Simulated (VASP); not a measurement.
Si5S:

```
Si S
1.0
     5.42254    0.00000    0.00000
    -2.71127    4.69606    0.00000
     0.00000    0.00000    4.21364
Si S
5 1
Direct
  0.33333 0.66667 0.00000
  0.66667 0.33333 0.00000
  0.50000 0.00000 0.50000
  0.50000 0.50000 0.50000
  0.00000 0.50000 0.50000
  0.00000 0.00000 0.00000
```

- Program: VASP 6.6.1
- Task: relaxation of cell and atoms
- Functional: PBE
- Potentials or basis: VASP PAW PBE potentials, release 64 (Si, S)
- Cutoff: 600 eV
- k mesh: 6 × 6 × 4
- Occupations: gaussian, width 0.1 eV
- Spin: no spin polarisation

At the start: pressure -5.5 GPa; volume 17.88 Å³/atom.

Q: Where does the relaxation end?

A: Over 15 steps the energy falls by 57.5 meV/atom and the volume is 16.56 Å³/atom (-7.4 %); space group P6/mmm (No. 191, to 0.05 Å).

The path:
| step | energy change (eV) | largest force (eV/Å) | pressure (GPa) | volume (Å³) |
| --- | --- | --- | --- | --- |
| 1 | 0.0000 | 0.0000 | -5.52 | 107.30 |
| 2 | -0.1722 | 0.0000 | 0.17 | 98.01 |
| 3 | -0.1723 | 0.0000 | 0.04 | 98.18 |
| 4 | -0.1753 | 0.0000 | 0.11 | 98.16 |
| 5 | -0.2019 | 0.0000 | 0.16 | 98.11 |
| 6 | -0.2986 | 0.0000 | 0.55 | 97.95 |
| 7 | -0.2946 | 0.0000 | 2.40 | 97.44 |
| 8 | -0.3352 | 0.0000 | 1.67 | 97.68 |
| 9 | -0.3367 | 0.0000 | 1.33 | 97.76 |
| 10 | -0.3372 | 0.0000 | 1.45 | 97.73 |
| 11 | -0.3379 | 0.0000 | 1.42 | 97.83 |
| 12 | -0.3384 | 0.0000 | 1.38 | 97.98 |
| 13 | -0.3396 | 0.0000 | 1.25 | 98.12 |
| 14 | -0.3425 | 0.0000 | 0.87 | 98.54 |
| 15 | -0.3452 | 0.0000 | 0.13 | 99.38 |

Final structure:
```xyz
6
Lattice="5.4491 0.0000 0.0000 -2.7245 4.7190 0.0000 0.0000 0.0000 3.8650" Properties=species:S:1:pos:R:3 pbc="T T T"
Si    0.0000    3.1460    0.0000
Si    2.7245    1.5730    0.0000
Si    2.7245    0.0000    1.9325
Si    1.3623    2.3595    1.9325
Si   -1.3623    2.3595    1.9325
S     0.0000    0.0000    0.0000
```

Caveat: the k points lie up to 0.41 Å⁻¹ apart in the final cell.
